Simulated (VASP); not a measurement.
# LaAs (Fm-3m) in VASP: single point with LDA

Aim: the single point of LaAs with LDA.

Program: VASP 6.6.1. These are calculated values, not measurements. Logs are shortened: lines on timing, memory, paths and dates and some standing lists are left out, and cuts for length are marked.

### 1 The cell of the first run

It takes space group Fm-3m (No. 225, cubic). Conventional cell: a = 6.151 Å, b = 6.151 Å, c = 6.151 Å, α = 90.00°, β = 90.00°, γ = 90.00°. La (site symmetry m-3m) has 6 As at 3.08 Å within 4.0 Å. As (site symmetry m-3m) has 6 La at 3.08 Å within 4.0 Å.

### 2 Single point, LDA

File INCAR:

```
  PREC = Accurate
  ENCUT = 500
  EDIFF = 1E-6
  ISMEAR = -1
  SIGMA = 0.15
  LREAL = False
  LASPH = True
  NELM = 200
  ALGO = Normal
  ISIF = 2
  LWAVE = False
  LCHARG = False
  GGA = CA
  NBANDS = 15
  GGA_COMPAT = False
  LMAXMIX = 6
```

File KPOINTS:

```
regular mesh
0
Gamma
  7 7 7
```

File POSCAR:

```
LaAs
1.0
    0.0000000000      3.0755000000      3.0755000000
    3.0755000000      0.0000000000      3.0755000000
    3.0755000000      3.0755000000      0.0000000000
La As
1 1
Direct
    0.5000000000      0.5000000000      0.5000000000
    0.0000000000      0.0000000000      0.0000000000
```

Potentials or basis: VASP PAW LDA potentials, release 64 (La, As).

Run with:

```bash
> cat potpaw_LDA.64/La/POTCAR potpaw_LDA.64/As/POTCAR > POTCAR
> mpirun -np 1 vasp_std > vasp.out
```

OUTCAR:

```text
PREC = Accurate
   ENCUT = 500
   EDIFF = 1E-6
   ISMEAR = -1
   LREAL = False
   LASPH = True
   NELM = 200
   ISIF = 2
   GGA = CA

 ion  position               nearest neighbor table
   1  0.500  0.500  0.500-   2 3.08   2 3.08   2 3.08   2 3.08   2 3.08   2 3.08
   2  0.000  0.000  0.000-   1 3.08   1 3.08   1 3.08   1 3.08   1 3.08   1 3.08

  LATTYP: Found a face centered cubic cell.
 ALAT       =     6.1510000000

  Lattice vectors:

 A1 = (   0.0000000000,   3.0755000000,   3.0755000000)
 A2 = (   3.0755000000,   0.0000000000,   3.0755000000)
 A3 = (   3.0755000000,   3.0755000000,   0.0000000000)

Analysis of symmetry for initial positions (statically):
=====================================================================
 Subroutine PRICEL returns:
 Original cell was already a primitive cell.

 Routine SETGRP: Setting up the symmetry group for a
 face centered cubic supercell.

 Subroutine GETGRP returns: Found 48 space group operations
 (whereof 48 operations were pure point group operations)
 out of a pool of 48 trial point group operations.

The static configuration has the point symmetry O_h .

Analysis of symmetry for dynamics (positions and initial velocities):
=====================================================================
 Subroutine PRICEL returns:
 Original cell was already a primitive cell.

 Routine SETGRP: Setting up the symmetry group for a
 face centered cubic supercell.

 Subroutine GETGRP returns: Found 48 space group operations
 (whereof 48 operations were pure point group operations)
 out of a pool of 48 trial point group operations.

The dynamic configuration has the point symmetry O_h .

 Subroutine INISYM returns: Found 48 space group operations
 (whereof 48 operations are pure point group operations),
 and found     1 'primitive' translations

----------------------------------------------------------------------------------------

                                     Primitive cell

  volume of cell :      58.1805

  direct lattice vectors                    reciprocal lattice vectors
     0.000000000  3.075500000  3.075500000    -0.162575191  0.162575191  0.162575191
     3.075500000  0.000000000  3.075500000     0.162575191 -0.162575191  0.162575191
     3.075500000  3.075500000  0.000000000     0.162575191  0.162575191 -0.162575191

  length of vectors
     4.349413811  4.349413811  4.349413811     0.281588491  0.281588491  0.281588491

  position of ions in fractional coordinates (direct lattice)
     0.500000000  0.500000000  0.500000000
     0.000000000  0.000000000  0.000000000

  ion indices of the primitive-cell ions
   primitive index   ion index
                 1           1
                 2           2

----------------------------------------------------------------------------------------

 KPOINTS: regular mesh

Automatic generation of k-mesh.
 Grid dimensions read from file:
 generate k-points for:    7    7    7

 Generating k-lattice:

  Cartesian coordinates                     Fractional coordinates (reciprocal lattice)
    -0.023225027  0.023225027  0.023225027     0.142857143  0.000000000  0.000000000
     0.023225027 -0.023225027  0.023225027     0.000000000  0.142857143  0.000000000
     0.023225027  0.023225027 -0.023225027     0.000000000  0.000000000  0.142857143

  Length of vectors
     0.040226927  0.040226927  0.040226927

  Shift w.r.t. Gamma in fractional coordinates (k-lattice)
     0.000000000  0.000000000  0.000000000

 Subroutine IBZKPT returns following result:
 ===========================================

 Found     20 irreducible k-points:

 Following reciprocal coordinates:
            Coordinates               Weight
  0.000000  0.000000  0.000000      1.000000
  0.142857  0.000000  0.000000      8.000000
  0.285714  0.000000  0.000000      8.000000
  0.428571  0.000000  0.000000      8.000000
  0.142857  0.142857  0.000000      6.000000
  0.285714  0.142857  0.000000     24.000000
[... 12 lines left out ...]
 -0.428571  0.428571  0.142857     24.000000
 -0.285714  0.428571  0.142857     24.000000
   k-points           NKPTS =     20   k-points in BZ     NKDIM =     20   number of bands    NBANDS=     15
   number of dos      NEDOS =    301   number of ions     NIONS =      2
   total plane-waves  NPLWV =  32768
   dimension x,y,z NGX =    32 NGY =   32 NGZ =   32
   dimension x,y,z NGXF=    64 NGYF=   64 NGZF=   64
   ions per type =               1   1
   NGX,Y,Z   is equivalent  to a cutoff of  12.23, 12.23, 12.23 a.u.
   NGXF,Y,Z  is equivalent  to a cutoff of  24.46, 24.46, 24.46 a.u.
 SYSTEM =  unknown system
   PREC   = accura    normal or accurate (medium, high low for compatibility)
   ISTART =      0    job   : 0-new  1-cont  2-samecut
   ICHARG =      2    charge: 1-file 2-atom 10-const
   ISPIN  =      1    spin polarized calculation?
   LNONCOLLINEAR =      F non collinear calculations
   LSORBIT =      F    spin-orbit coupling
   LASPH  =      T    aspherical Exc in radial PAW
   ENCUT  =  500.0 eV  36.75 Ry    6.06 a.u.   7.93  7.93  7.93*2*pi/ulx,y,z
   NELM   =    200;   NELMIN=  2; NELMDL= -5     # of ELM steps
   EDIFF  = 0.1E-05   stopping-criterion for ELM
   LREAL  =      F    real-space projection
   EDIFFG = 0.1E-04   stopping-criterion for IOM
   NSW    =      0    number of steps for IOM
   IBRION =     -1    ionic relax: 0-MD 1-quasi-New 2-CG
   NFREE  =      0    steps in history (QN), initial steepest desc. (CG)
   ISIF   =      2    stress and relaxation
   ISYM   =      2    0-nonsym 1-usesym 2-fastsym
   POTIM  = 0.5000    time-step for ionic-motion
   TEBEG  =    0.0;   TEEND  =   0.0 temperature during run
   PSTRESS=    0.0 pullay stress
   NELECT =      16.0000    total number of electrons
   NUPDOWN=      -1.0000    fix difference up-down
   EMIN   =  10.00;   EMAX   =-10.00  energy-range for DOS
   EFERMI =   0.00;   METHOD = LEGACY
   ISMEAR =    -1;   SIGMA  =   0.15  broadening in eV -4-tet -1-fermi 0-gaus
   EFERMI_NEDOS =   21; number of points for ismear=-14 and -15
   IALGO  =     38    algorithm
   IMIX   =      4    mixing-type and parameters
     AMIX     =   0.40;   BMIX     =  1.00
     AMIX_MAG =   1.60;   BMIX_MAG =  1.00
  volume/ion in A,a.u.               =      29.09       196.31
  Fermi-wavevector in a.u.,A,eV,Ry     =   1.064606  2.011814 15.420665  1.133387
  Thomas-Fermi vector in A             =   2.200131
   LORBIT       =      0    0 simple, 1 ext, 2 COOP (PROOUT), +10 PAW based schemes
   GGA     = CA    functional components
   LHFCALC =     F    Hartree Fock is set to
   AEXX    =    0.0000 exact exchange contribution
   IVDW    =     0    specifies the selected vdW correction
   LEPSILON=     F    determine dielectric tensor
   LRPA    =     F    only Hartree local field effects (RPA)
 non-spin polarized calculation
  energy-cutoff  :      500.00
  volume of cell :       58.18
 maximum number of plane-waves:      1492
   NGX = 15   NGY = 15   NGZ = 15

 number of electron      16.0000000 magnetization

 Free energy of the ion-electron system (eV)
  ---------------------------------------------------
  ext. energy  EPLUGINS =         0.00000000
  ---------------------------------------------------
  free energy    TOTEN  =       -14.04220977 eV

  energy without entropy =      -14.01293606  energy(sigma->0) =      -14.02757292

 E-fermi :   5.9475     XC(G=0):  -9.8595

 val. band max:        5.9472881329   @ k =   0.0000   0.0000   0.0000
 cond. band min:       6.1737202780   @ k =   0.2857   0.2857   0.0000
 fundamental gap:      0.2264321451
 Fermi energy:         5.9474940906

 k-point     1 :       0.0000    0.0000    0.0000
  band No.  band energies     occupation
      1     -26.0612      2.00000
      2      -9.6565      2.00000
      3      -9.6565      2.00000
      4      -9.6565      2.00000
      5      -4.0355      2.00000
      6       5.9473      1.00069
      7       5.9473      1.00069
      8       5.9473      1.00069
      9       7.4666      0.00008
     10       7.4666      0.00008
     11       7.4666      0.00008
     12       8.0933      0.00000
     13       8.3918      0.00000
     14       8.3919      0.00000
     15       8.5809      0.00000

 k-point     2 :       0.1429    0.0000    0.0000
  band No.  band energies     occupation
      1     -26.0540      2.00000
      2      -9.7865      2.00000
      3      -9.6633      2.00000
      4      -9.6633      2.00000
      5      -3.7938      2.00000
      6       5.0192      1.99590
      7       5.4132      1.94481
      8       5.4132      1.94481
      9       7.4386      0.00010
     10       7.6977      0.00002
     11       7.6977      0.00002
     12       8.3168      0.00000
     13       8.4357      0.00000
     14       8.4357      0.00000
     15       8.5832      0.00000

 k-point     3 :       0.2857    0.0000    0.0000
  band No.  band energies     occupation
      1     -26.0376      2.00000
      2     -10.0528      2.00000
      3      -9.6784      2.00000
      4      -9.6784      2.00000
      5      -3.2460      2.00000
      6       3.6631      2.00000
      7       4.6498      1.99965
      8       4.6498      1.99965
      9       7.5976      0.00003
     10       8.0732      0.00000
     11       8.0732      0.00000
     12       8.4617      0.00000
     13       8.4617      0.00000
     14       8.4856      0.00000
     15       8.5882      0.00000
[... 271 lines left out ...]
 k-point    19 :      -0.4286    0.4286    0.1429
  band No.  band energies     occupation
      1     -26.0118      2.00000
      2     -10.0494      2.00000
      3      -9.8650      2.00000
      4      -9.8296      2.00000
      5      -3.4154      2.00000
      6       4.3140      1.99996
      7       4.7864      1.99913
      8       4.9312      1.99772
      9       6.9481      0.00253
     10       8.2382      0.00000
     11       8.3633      0.00000
     12       8.3948      0.00000
     13       8.4391      0.00000
     14       8.5154      0.00000
     15       8.6341      0.00000

 k-point    20 :      -0.2857    0.4286    0.1429
  band No.  band energies     occupation
      1     -26.0107      2.00000
      2      -9.9912      2.00000
      3      -9.9722      2.00000
      4      -9.8144      2.00000
      5      -3.2843      2.00000
      6       3.9874      2.00000
      7       4.6951      1.99953
      8       4.7143      1.99946
      9       7.6003      0.00003
     10       8.0210      0.00000
     11       8.3542      0.00000
     12       8.3940      0.00000
     13       8.4563      0.00000
     14       8.5176      0.00000
     15       8.5721      0.00000

------------------------ aborting loop because EDIFF is reached ----------------------------------------

  FORCE on cell =-STRESS in cart. coord.  units (eV):
  Direction    XX          YY          ZZ          XY          YZ          ZX
  --------------------------------------------------------------------------------------
  -------------------------------------------------------------------------------------
  Total       -1.0584336     -1.0584336     -1.0584336     -0.0000000     -0.0000000      0.0000000
  in kB      -29.1472114    -29.1472114    -29.1472114     -0.0000000     -0.0000000      0.0000000
  external PRESSURE =     -29.1472114 kB  Pullay stress =       0.0000000 kB

 VOLUME and BASIS-vectors are now :
 -----------------------------------------------------------------------------
  energy-cutoff  :      500.00
  volume of cell :       58.18
      direct lattice vectors                 reciprocal lattice vectors
     0.000000000  3.075500000  3.075500000    -0.162575191  0.162575191  0.162575191
     3.075500000  0.000000000  3.075500000     0.162575191 -0.162575191  0.162575191
     3.075500000  3.075500000  0.000000000     0.162575191  0.162575191 -0.162575191

 POSITION                                       TOTAL-FORCE (eV/Angst)
 -----------------------------------------------------------------------------------
      3.07550      3.07550      3.07550         0.000000      0.000000      0.000000
      0.00000      0.00000      0.00000        -0.000000     -0.000000     -0.000000
 -----------------------------------------------------------------------------------
    total drift:                                0.000000     -0.000000      0.000000

  FREE ENERGIE OF THE ION-ELECTRON SYSTEM (eV)
  ---------------------------------------------------
  free  energy   TOTEN  =       -14.0422097676 eV

  energy  without entropy=      -14.0129360648  energy(sigma->0) =      -14.02757292
```

Wall time 38 s (1 thread of AMD EPYC 7R43 (Zen 3), shared host); peak memory 0.13 GiB.

Results:

```yaml
Free_energy: -14.0422 eV
Pressure: -2.9 GPa
Band_gap_on_the_k_mesh: zero (bands 8 and 9 overlap by 0.21 eV)
```

Levels at points of the mesh, in eV from the Fermi level:
| k point | band 4 | band 5 | band 6 | band 7 | band 8 | band 9 | band 10 | band 11 | band 12 | band 13 |
| --- | --- | --- | --- | --- | --- | --- | --- | --- | --- | --- |
| (0.00, 0.00, 0.00) | -15.60 | -9.98 | 0.00 | 0.00 | 0.00 | 1.52 | 1.52 | 1.52 | 2.15 | 2.44 |

Caveat: spin-orbit coupling is left out, which moves the levels of the heavy elements.
